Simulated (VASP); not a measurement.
Wanted: the native input for a VASP 6.6.1 run.

```
Task                   : single point
Functional             : LDA
Potentials or basis    : VASP PAW LDA potentials, release 64 (Rh_pv)
Cutoff                 : 520 eV
k mesh                 : 16 × 16 × 16
Occupations            : fermi-dirac, width 0.1 eV
Spin                   : no spin polarisation
Dipole correction      : no
Further INCAR settings : ALGO = Normal; EDIFF = 1e-07; NBANDS = 14
```

The structure of Rh lies in POSCAR:

```
Rh
1.0
   -1.5620934507      1.5620934507      1.5620934507
    1.5620934507     -1.5620934507      1.5620934507
    1.5620934507      1.5620934507     -1.5620934507
Rh
1
Direct
    0.0000000000      0.0000000000      0.0000000000
```

This cell differs from its parent crystal: volume scaled by 1.12.

One way to write it, as run:

INCAR

```
SYSTEM = Rh
PREC = Accurate ; ENCUT = 520
EDIFF = 1E-7 ; ISMEAR = -1
SIGMA = 0.1 ; LREAL = .FALSE.
LASPH = .TRUE. ; NELM = 100
ALGO = Normal ; ISIF = 2
LWAVE = .FALSE. ; LCHARG = .TRUE.
LELF = .TRUE. ; LVHAR = .TRUE.
NBANDS = 14
```

KPOINTS

```
regular mesh
0
G
  16 16 16
  0 0 0
```

Potentials or basis: VASP PAW LDA potentials, release 64 (Rh_pv).

Run with:

```console
$ cat potpaw_LDA.64/Rh_pv/POTCAR > POTCAR
$ mpirun -np 1 vasp_std > vasp.out
```

It gave:

| Item | Value |
| --- | --- |
| Pressure | -23.9 GPa |

It took 9.4 s on 1 thread of Intel(R) Xeon(R) 6975P-C (Granite Rapids), on a shared host, peak memory 0.14 GiB.
